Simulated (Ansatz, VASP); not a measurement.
One calculation of Sc, two programs

```
Sc
1.0
     0.00000    2.48421    2.48421
     2.48421    0.00000    2.48421
     2.48421    2.48421    0.00000
Sc
2
Cartesian
  -0.6211 -0.6211 -0.6211
  0.6211 0.6211 0.6211
```

Change from the starting cell: volume scaled by 0.5, LAPW.

Alike in both runs: task single point; functional PBEsol; k mesh 11 × 11 × 11; occupations fermi-dirac, width 0.05 eV; no spin polarisation.

```csv
,VASP,Ansatz
version,VASP 6.6.1,Ansatz 0.2.0
potentials or method,"VASP PAW PBE potentials, release 64 (Sc_sv), cutoff 520 eV","all-electron LAPW, scalar-relativistic"
```

```tsv
	VASP	Ansatz	Ansatz less VASP
pressure (GPa)	28.2	25.6	-2.52
```

VASP's potentials were made for PBE, not for PBEsol. Ansatz ran all-electron here, and VASP with PAW potentials.
